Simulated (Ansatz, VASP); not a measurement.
## Two plane-wave programs on H

Contents of INCAR:

```
SYSTEM = H
  ALGO = Normal
  EDIFF = 1E-6
  ENCUT = 500
  GGA = RE
  GGA_COMPAT = .FALSE.
  ISIF = 2
  ISMEAR = 0
  LASPH = .TRUE.
  LCHARG = .TRUE.
  LELF = .TRUE.
  LREAL = .FALSE.
  LVHAR = .TRUE.
  LWAVE = .FALSE.
  NBANDS = 6
  NELM = 120
  PREC = Accurate
  SIGMA = 0.1
```

File KPOINTS:

```
k-points
0
G
  8 8 22
  0 0 0
```

The input POSCAR:

```
H
1.0
    2.6496387389      0.0000000000      0.0000000000
    0.0000000000      2.6496387389      0.0000000000
    0.0000000000      0.0000000000      0.9804929200
H
1
Direct
    0.0000000000      0.0000000000      0.5000000000
```

Input for Ansatz:

```yaml
crystal:
  lattice:
    - [2.6496387389, 0.0, 0.0]
    - [0.0, 2.6496387389, 0.0]
    - [0.0, 0.0, 0.98049292]
  atoms:
    - { symbol: H, position: [0.0, 0.0, 0.5] }
basis:
  ecutwfc: 420
kpoints:
  mp_grid: { grid: [8, 8, 22] }
hamiltonian:
  xc: revpbe
scf:
  occupations: { method: gaussian, width: 0.1 }
  mixing: { ndim: 4, globalisation: backtrack }
  initial_density: { chi_scale: 0, normalization: atom }
  max_iter: 88
output:
  forces: true
  stress: true
  eigenvalues: true
accuracy: low
```

Alike in both runs: task single point; functional revPBE; k mesh 8 × 8 × 22; occupations gaussian, width 0.1 eV; no spin polarisation.

|  | VASP | Ansatz |
| --- | --- | --- |
| version | VASP 6.6.1 | Ansatz 0.2.0 |
| potentials or method | VASP PAW PBE potentials, release 64 (H), cutoff 500 eV | scalar-relativistic, plane waves, PAW |
| valence electrons in the cell | 1 | 1 |

|  | VASP | Ansatz | Ansatz less VASP |
| --- | --- | --- | --- |
| pressure (GPa) | 2.0 | 2.4 | +0.38 |
| traceless stress, the component that is largest in VASP (GPa) | -3.04 | -3.05 | -0.008 |

VASP's potentials were made for PBE, not for revPBE. With one functional, cell and mesh, what is left measures potentials, basis and numerics.
